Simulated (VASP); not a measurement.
Input of a VASP 6.6.1 run:

INCAR

```
ALGO = Normal ; EDIFF = 1E-6
ENCUT = 600 ; GGA = PE
GGA_COMPAT = F ; ISIF = 2
ISMEAR = 1 ; IVDW = 13
LASPH = T ; LCHARG = F
LREAL = F ; LWAVE = F
NBANDS = 74 ; NELM = 120
PREC = Accurate ; SIGMA = 0.05
```

File KPOINTS:

```
k-points
0
Gamma
  3 3 3
```

File POSCAR:

```
HfN
1.0
    0.0000000000      4.5120000000      4.5120000000
    4.5120000000      0.0000000000      4.5120000000
    4.5120000000      4.5120000000      0.0000000000
Hf N
8 8
Direct
    0.0000000000      0.0000000000      0.0000000000
    0.0000000000      0.0000000000      0.5000000000
    0.0000000000      0.5000000000      0.0000000000
    0.0000000000      0.5000000000      0.5000000000
    0.5000000000      0.0000000000      0.0000000000
    0.5000000000      0.0000000000      0.5000000000
    0.5000000000      0.5000000000      0.0000000000
    0.5000000000      0.5000000000      0.5000000000
    0.2500000000      0.2500000000      0.2500000000
    0.2500000000      0.2500000000      0.7500000000
    0.2500000000      0.7500000000      0.2500000000
    0.2500000000      0.7500000000      0.7500000000
    0.7500000000      0.2500000000      0.2500000000
    0.7500000000      0.2500000000      0.7500000000
    0.7500000000      0.7500000000      0.2500000000
    0.7500000000      0.7500000000      0.7500000000
```

Potentials or basis: VASP PAW PBE potentials, release 64 (Hf_pv, N).

The run is started by

```bash
$ cat potpaw_PBE.64/Hf_pv/POTCAR potpaw_PBE.64/N/POTCAR > POTCAR
$ mpirun -np 1 vasp_std > vasp.out
```

Problem. Predict the dispersion energy per atom.

Solution. -0.284 eV.

Problem. What does it give for the band gap on the k mesh?

Solution. Zero (bands 60 and 61 overlap by 0.46 eV).

Problem. Estimate the pressure.

Solution. -1.0 GPa.

Caveat: the k points lie up to 0.40 Å⁻¹ apart; spin-orbit coupling is left out, which moves the levels of the heavy elements.
